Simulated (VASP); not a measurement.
# SnO2 (Pa-3) in VASP: further runs

Aim: see how the results for SnO2 move with the level of theory and the settings. Levels: PBEsol, PBE, r2SCAN. Tasks: relaxation of cell and atoms, single point.

All numbers are computed with VASP 6.6.1; they aren't measurements. Logs are shortened: lines on timing, memory, paths and dates and some standing lists are left out, and cuts for length are marked.

### 1 The cell of the first run

It takes space group Pa-3 (No. 205, cubic). The conventional cell has a = 5.170 Å, b = 5.170 Å, c = 5.170 Å, α = 90.00°, β = 90.00°, γ = 90.00°. Within 2.8 Å of Sn (site symmetry -3) lie 6 O at 2.11 Å. Within 2.9 Å of O (site symmetry 3) lie 3 Sn at 2.11 Å and 7 O at 2.74 to 2.88 Å.

### 2 Relaxation of cell and atoms, PBEsol

INCAR reads:

```
SYSTEM = SnO2
PREC = Accurate
ENCUT = 600
EDIFF = 1E-6
ISMEAR = -1
SIGMA = 0.02
LREAL = .FALSE.
LASPH = .TRUE.
NELM = 60
ALGO = Normal
ISIF = 3
LWAVE = .FALSE.
LCHARG = .FALSE.
GGA = PS
IBRION = 2
NSW = 80
EDIFFG = -0.005
```

KPOINTS reads:

```
regular mesh
0
G
  4 4 4
  0 0 0
```

POSCAR reads:

```
SnO2
1.0
    5.1695054996      0.0000000000      0.0000000000
    0.0000000000      5.1695054996      0.0000000000
    0.0000000000      0.0000000000      5.1695054996
Sn O
4 8
Direct
    0.0000000000      0.5000000000      0.5000000000
    0.5000000000      0.5000000000      0.0000000000
    0.5000000000      0.0000000000      0.5000000000
    0.0000000000      0.0000000000      0.0000000000
    0.3391259556      0.1608740444      0.8391259556
    0.1608740444      0.8391259556      0.3391259556
    0.8391259556      0.3391259556      0.1608740444
    0.6608740444      0.6608740444      0.6608740444
    0.3391259556      0.3391259556      0.3391259556
    0.1608740444      0.6608740444      0.8391259556
    0.8391259556      0.1608740444      0.6608740444
    0.6608740444      0.8391259556      0.1608740444
```

Potentials or basis: VASP PAW PBE potentials, release 64 (Sn_d, O).

Launch:

```bash
> cat potpaw_PBE.64/Sn_d/POTCAR potpaw_PBE.64/O/POTCAR > POTCAR
> mpirun -np 1 vasp_std > vasp.out
```

OUTCAR:

```text
SYSTEM = SnO2
   PREC = Accurate
   ENCUT = 600
   EDIFF = 1E-6
   ISMEAR = -1
   LREAL = .FALSE.
   LASPH = .TRUE.
   NELM = 60
   ISIF = 3
   GGA = PS
   IBRION = 2
   NSW = 80
   EDIFFG = -0.005

 ion  position               nearest neighbor table
   1  0.000  0.500  0.500-   6 2.11   7 2.11   8 2.11   9 2.11  10 2.11  11 2.11   2 3.66   3 3.66
                             4 3.66   2 3.66   4 3.66   3 3.66   4 3.66   4 3.66   2 3.66   3 3.66
   2  0.500  0.500  0.000-   5 2.11   7 2.11   8 2.11   9 2.11  10 2.11  12 2.11   1 3.66   3 3.66
                             4 3.66   1 3.66   3 3.66   3 3.66   4 3.66   3 3.66   1 3.66   4 3.66
   3  0.500  0.000  0.500-   5 2.11   6 2.11   8 2.11   9 2.11  11 2.11  12 2.11   1 3.66   2 3.66
                             4 3.66   2 3.66   4 3.66   1 3.66   2 3.66   2 3.66   1 3.66   4 3.66
   4  0.000  0.000  0.000-   5 2.11   6 2.11   7 2.11  10 2.11  11 2.11  12 2.11   1 3.66   2 3.66
                             3 3.66   1 3.66   3 3.66   1 3.66   2 3.66   1 3.66   2 3.66   3 3.66
   5  0.339  0.161  0.839-   2 2.11   3 2.11   4 2.11
   6  0.161  0.839  0.339-   1 2.11   3 2.11   4 2.11
   7  0.839  0.339  0.161-   1 2.11   2 2.11   4 2.11
   8  0.661  0.661  0.661-   1 2.11   2 2.11   3 2.11
   9  0.339  0.339  0.339-   1 2.11   2 2.11   3 2.11
  10  0.161  0.661  0.839-   1 2.11   2 2.11   4 2.11
  11  0.839  0.161  0.661-   1 2.11   3 2.11   4 2.11
  12  0.661  0.839  0.161-   2 2.11   3 2.11   4 2.11

  LATTYP: Found a simple cubic cell.
 ALAT       =     5.1695054996

  Lattice vectors:

 A1 = (   5.1695054996,   0.0000000000,   0.0000000000)
 A2 = (   0.0000000000,   5.1695054996,   0.0000000000)
 A3 = (   0.0000000000,   0.0000000000,   5.1695054996)

Analysis of symmetry for initial positions (statically):
=====================================================================
 Subroutine PRICEL returns:
 Original cell was already a primitive cell.

 Routine SETGRP: Setting up the symmetry group for a
 simple cubic supercell.

 Subroutine GETGRP returns: Found 24 space group operations
 (whereof  6 operations were pure point group operations)
 out of a pool of 48 trial point group operations.

The static configuration has the point symmetry S_6 .
 The point group associated with its full space group is T_h .

Analysis of symmetry for dynamics (positions and initial velocities):
=====================================================================
 Subroutine PRICEL returns:
 Original cell was already a primitive cell.

 Routine SETGRP: Setting up the symmetry group for a
 simple cubic supercell.

 Subroutine GETGRP returns: Found 24 space group operations
[... 115 lines left out ...]
   NFREE  =      1    steps in history (QN), initial steepest desc. (CG)
   ISIF   =      3    stress and relaxation
   ISYM   =      2    0-nonsym 1-usesym 2-fastsym
   POTIM  = 0.5000    time-step for ionic-motion
   TEBEG  =    0.0;   TEEND  =   0.0 temperature during run
   PSTRESS=    0.0 pullay stress
   NELECT =     104.0000    total number of electrons
   NUPDOWN=      -1.0000    fix difference up-down
   EMIN   =  10.00;   EMAX   =-10.00  energy-range for DOS
   EFERMI =   0.00;   METHOD = LEGACY
   ISMEAR =    -1;   SIGMA  =   0.02  broadening in eV -4-tet -1-fermi 0-gaus
   EFERMI_NEDOS =   21; number of points for ismear=-14 and -15
   IALGO  =     38    algorithm
   IMIX   =      4    mixing-type and parameters
     AMIX     =   0.40;   BMIX     =  1.00
     AMIX_MAG =   1.60;   BMIX_MAG =  1.00
  volume/ion in A,a.u.               =      11.51        77.69
  Fermi-wavevector in a.u.,A,eV,Ry     =   1.489259  2.814292 30.176264  2.217893
  Thomas-Fermi vector in A             =   2.602190
   LORBIT       =      0    0 simple, 1 ext, 2 COOP (PROOUT), +10 PAW based schemes
   GGA     = PS    functional components
   LHFCALC =     F    Hartree Fock is set to
   AEXX    =    0.0000 exact exchange contribution
   IVDW    =     0    specifies the selected vdW correction
   LEPSILON=     F    determine dielectric tensor
   LRPA    =     F    only Hartree local field effects (RPA)
 conjugate gradient relaxation of ions
 non-spin polarized calculation
  energy-cutoff  :      600.00
  volume of cell :      138.15
 maximum number of plane-waves:      4636
 NGX is ok and might be reduce to    42
   NGX = 21   NGY = 21   NGZ = 21

--------------------------------------- Ionic step        1  -------------------------------------------

 number of electron     103.9999997 magnetization

 Free energy of the ion-electron system (eV)
  ---------------------------------------------------
  ext. energy  EPLUGINS =         0.00000000
  ---------------------------------------------------
  free energy    TOTEN  =       -78.31360988 eV

  energy without entropy =      -78.31360978  energy(sigma->0) =      -78.31360983

------------------------ aborting loop because EDIFF is reached ----------------------------------------

  FORCE on cell =-STRESS in cart. coord.  units (eV):
  Direction    XX          YY          ZZ          XY          YZ          ZX
  --------------------------------------------------------------------------------------
  -------------------------------------------------------------------------------------
  Total       -5.3276030     -5.3276030     -5.3276030     -0.0000000      0.0000000      0.0000000
  in kB      -61.7867619    -61.7867619    -61.7867619     -0.0000000      0.0000000      0.0000000
  external PRESSURE =     -61.7867619 kB  Pullay stress =       0.0000000 kB
[... 119 lines left out ...]
  FREE ENERGIE OF THE ION-ELECTRON SYSTEM (eV)
  ---------------------------------------------------
  free  energy   TOTEN  =       -78.3985393992 eV

  energy  without entropy=      -78.3985393991  energy(sigma->0) =      -78.39853940

[... ionic steps 4 to 10 ...]

--------------------------------------- Ionic step       11  -------------------------------------------

 number of electron     104.0000010 magnetization

------------------------ aborting loop because EDIFF is reached ----------------------------------------
[... 87 lines left out ...]
--------------------------------------- Ionic step       13  -------------------------------------------

 number of electron     104.0000010 magnetization

 Free energy of the ion-electron system (eV)
  ---------------------------------------------------
  ext. energy  EPLUGINS =         0.00000000
  ---------------------------------------------------
  free energy    TOTEN  =       -78.39861840 eV

  energy without entropy =      -78.39861840  energy(sigma->0) =      -78.39861840

 E-fermi :   7.2845     XC(G=0): -12.0863

 val. band max:        6.8405824242   @ k =   0.5000   0.0000   0.0000
 cond. band min:       7.6759844112   @ k =   0.0000   0.0000   0.0000
 fundamental gap:      0.8354019871
 Fermi energy:         7.2845314633

 k-point     1 :       0.0000    0.0000    0.0000
  band No.  band energies     occupation
      1     -13.9016      2.00000
      2     -13.9016      2.00000
      3     -13.9016      2.00000
      4     -13.1064      2.00000
      5     -13.1064      2.00000
      6     -13.1064      2.00000
[... 743 lines left out ...]
  FREE ENERGIE OF THE ION-ELECTRON SYSTEM (eV)
  ---------------------------------------------------
  free  energy   TOTEN  =       -78.3986184031 eV

  energy  without entropy=      -78.3986184030  energy(sigma->0) =      -78.39861840

 reached required accuracy - stopping structural energy minimisation
```

OSZICAR:

```text
N       E                     dE             d eps       ncg     rms          rms(c)
DAV:   1     0.169593374758E+04    0.16959E+04   -0.52810E+04  1556   0.291E+03
DAV:   2     0.301470673925E+03   -0.13945E+04   -0.13374E+04  1396   0.871E+02
DAV:   3    -0.561412778072E+02   -0.35761E+03   -0.34716E+03  1496   0.302E+02
[... 90 lines left out ...]
       N       E                     dE             d eps       ncg     rms          rms(c)
DAV:   1    -0.783985060265E+02    0.78624E-04   -0.53879E-02  1532   0.938E-01    0.393E-02
DAV:   2    -0.783986239153E+02   -0.11789E-03   -0.12570E-03  1516   0.161E-01    0.158E-02
DAV:   3    -0.783986209036E+02    0.30117E-05   -0.22411E-05  1524   0.239E-02    0.970E-03
DAV:   4    -0.783986182274E+02    0.26762E-05   -0.71220E-06  1186   0.171E-02    0.145E-03
DAV:   5    -0.783986184031E+02   -0.17572E-06   -0.23884E-06  1066   0.764E-03
  13 F= -.78398618E+02 E0= -.78398618E+02  d E =-.526491E-04
```

CONTCAR:

```text
SnO2
   1.00000000000000
     5.1156659193785652   -0.0000000000000000   -0.0000000000000000
    -0.0000000000000000    5.1156659193785652   -0.0000000000000000
     0.0000000000000000    0.0000000000000000    5.1156659193785652
  Sn              O
     4     8
Direct
     0.0000000000000000    0.5000000000000000    0.5000000000000000
     0.5000000000000000    0.5000000000000000    0.0000000000000000
     0.5000000000000000    0.0000000000000000    0.5000000000000000
     0.0000000000000000    0.0000000000000000    0.0000000000000000
     0.3392774666643785    0.1607225333356216    0.8392774666643782
     0.1607225333356216    0.8392774666643782    0.3392774666643785
     0.8392774666643782    0.3392774666643785    0.1607225333356216
     0.6607225333356218    0.6607225333356218    0.6607225333356218
     0.3392774666643785    0.3392774666643785    0.3392774666643785
     0.1607225333356216    0.6607225333356218    0.8392774666643782
     0.8392774666643782    0.1607225333356216    0.6607225333356218
     0.6607225333356218    0.8392774666643782    0.1607225333356216

  0.00000000E+00  0.00000000E+00  0.00000000E+00
  0.00000000E+00  0.00000000E+00  0.00000000E+00
  0.00000000E+00  0.00000000E+00  0.00000000E+00
  0.00000000E+00  0.00000000E+00  0.00000000E+00
  0.00000000E+00  0.00000000E+00  0.00000000E+00
  0.00000000E+00  0.00000000E+00  0.00000000E+00
  0.00000000E+00  0.00000000E+00  0.00000000E+00
  0.00000000E+00  0.00000000E+00  0.00000000E+00
  0.00000000E+00  0.00000000E+00  0.00000000E+00
  0.00000000E+00  0.00000000E+00  0.00000000E+00
  0.00000000E+00  0.00000000E+00  0.00000000E+00
  0.00000000E+00  0.00000000E+00  0.00000000E+00
```

Wall time 17 min (1 thread of Oxide Virtual Turin-like, shared host); peak memory 0.28 GiB.

Results:

- Free energy: -78.3986 eV
- Relaxed volume: 11.16 Å³/atom
- Relaxed cell: a = 5.116 Å, b = 5.116 Å, c = 5.116 Å, α = 90.00°, β = 90.00°, γ = 90.00°
- Space group after relaxing (to 0.1 Å): Pa-3 (No. 205)
- Energy gained by relaxing: 7.1 meV/atom
- Ionic steps: 13
- Pressure after relaxing: 0.0 GPa
- Band gap on the k mesh: 0.84 eV (least direct gap 0.90 eV)

Forces in eV/Å, atoms in the order of the input:
```
Sn   0.000  0.000  0.000
Sn   0.000  0.000  0.000
Sn   0.000  0.000  0.000
Sn   0.000  0.000  0.000
O    0.001 -0.001  0.001
O   -0.001  0.001  0.001
O    0.001  0.001 -0.001
O   -0.001 -0.001 -0.001
O    0.001  0.001  0.001
O   -0.001 -0.001  0.001
O    0.001 -0.001 -0.001
O   -0.001  0.001 -0.001
```

Step by step:
| step | energy change (eV) | largest force (eV/Å) | pressure (GPa) | volume (Å³) |
| --- | --- | --- | --- | --- |
| 1 | 0.0000 | 0.0236 | -6.18 | 138.15 |
| 2 | 0.0201 | 0.0463 | 7.83 | 129.46 |
| 3 | -0.0849 | 0.0077 | -0.04 | 133.92 |
| 4 | -0.0849 | 0.0083 | 0.09 | 133.84 |
| 5 | -0.0849 | 0.0064 | -0.08 | 133.95 |
| 6 | -0.0849 | 0.0072 | 0.00 | 133.91 |
| 7 | -0.0849 | 0.0069 | -0.04 | 133.92 |
| 8 | -0.0849 | 0.0067 | -0.07 | 133.92 |
| 9 | -0.0849 | 0.0070 | -0.07 | 133.91 |
| 10 | -0.0849 | 0.0066 | 0.10 | 133.84 |
| 11 | -0.0850 | 0.0068 | 0.03 | 133.87 |
| 12 | -0.0850 | 0.0054 | 0.03 | 133.87 |
| 13 | -0.0850 | 0.0021 | 0.01 | 133.88 |

Final structure:
```cif
data_structure
_symmetry_space_group_name_H-M 'P 1'
_symmetry_Int_Tables_number 1
_cell_length_a 5.1157
_cell_length_b 5.1157
_cell_length_c 5.1157
_cell_angle_alpha 90.000
_cell_angle_beta 90.000
_cell_angle_gamma 90.000
_cell_volume 133.88
loop_
_atom_site_label
_atom_site_type_symbol
_atom_site_fract_x
_atom_site_fract_y
_atom_site_fract_z
_atom_site_occupancy
Sn1 Sn 0.00000 0.50000 0.50000 1
Sn2 Sn 0.50000 0.50000 0.00000 1
Sn3 Sn 0.50000 0.00000 0.50000 1
Sn4 Sn 0.00000 0.00000 0.00000 1
O1 O 0.33928 0.16072 0.83928 1
O2 O 0.16072 0.83928 0.33928 1
O3 O 0.83928 0.33928 0.16072 1
O4 O 0.66072 0.66072 0.66072 1
O5 O 0.33928 0.33928 0.33928 1
O6 O 0.16072 0.66072 0.83928 1
O7 O 0.83928 0.16072 0.66072 1
O8 O 0.66072 0.83928 0.16072 1
```

Caveat: the PAW data sets were made with another functional, which shifts forces and pressure a little; spin-orbit coupling is left out, which moves the levels of the heavy elements. A k mesh can miss the band edges.

(Part 1 of 2 ends here.)
